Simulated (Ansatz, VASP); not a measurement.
# Two plane-wave programs on SnSe

The input POSCAR:

```
SnSe
1.0
    4.2853270000      0.0000000000      0.0000000000
    0.0000000000      4.2853270000      0.0000000000
    0.0000000000      0.0000000000     10.9906920000
Sn Se
2 2
Direct
    0.5000000000      0.0000000000      0.3722290000
    0.0000000000      0.5000000000      0.6277710000
    0.5000000000      0.0000000000      0.6160390000
    0.0000000000      0.5000000000      0.3839610000
```

File INCAR.step1:

```
  PREC = Accurate
  ENCUT = 520
  ISMEAR = 0
  SIGMA = 0.01
  LREAL = F
  LASPH = T
  NELM = 100
  NBANDS = 28
  GGA = PE
  ALGO = Normal
  EDIFF = 1E-4
  LWAVE = T
  LCHARG = F
```

Contents of INCAR.step2:

```
  PREC = Accurate
  ENCUT = 520
  EDIFF = 1E-6
  ISMEAR = 0
  SIGMA = 0.01
  LREAL = F
  LASPH = T
  NELM = 100
  ALGO = Normal
  ISIF = 2
  LWAVE = F
  LCHARG = T
  METAGGA = R2SCAN
  LMIXTAU = T
  LELF = T
  LVHAR = T
  NBANDS = 28
  ISTART = 1
```

File KPOINTS:

```
regular mesh
0
Gamma
  4 4 2
```

Input for Ansatz:

```yaml
crystal:
  lattice:
    - [4.285327, 0.0, 0.0]
    - [0.0, 4.285327, 0.0]
    - [0.0, 0.0, 10.990692]
  atoms:
    - { symbol: Sn, position: [0.5, 0.0, 0.372229] }
    - { symbol: Sn, position: [0.0, 0.5, 0.627771] }
    - { symbol: Se, position: [0.5, 0.0, 0.616039] }
    - { symbol: Se, position: [0.0, 0.5, 0.383961] }
basis:
  ecutwfc: 550.0
kpoints:
  mp_grid:
    grid: [4, 4, 2]
hamiltonian:
  xc: r2scan
scf:
  occupations:
    method: fixed
output:
  forces: true
  stress: true
```

Alike in both runs: task single point; functional r2SCAN; k mesh 4 × 4 × 2; no spin polarisation.

|  | VASP | Ansatz |
| --- | --- | --- |
| version | VASP 6.6.1 | Ansatz 0.2.0 |
| potentials or method | VASP PAW PBE potentials, release 64 (Sn_d, Se), cutoff 520 eV | plane waves, PAW |
| occupations | gaussian, width 0.01 eV | fixed |
| valence electrons in the cell | 40 | 60 |

```tsv
	VASP	Ansatz	Ansatz less VASP
rms of the force components (eV/Å)	0.031	0.037	+0.0068
```

VASP's potentials were made for PBE, not for r2SCAN. Atom by atom the forces differ by 0.007 eV/Å (rms over components). VASP's potentials hold 40 valence electrons a cell and Ansatz's 60, so a difference there can come from the potentials and not from the codes.
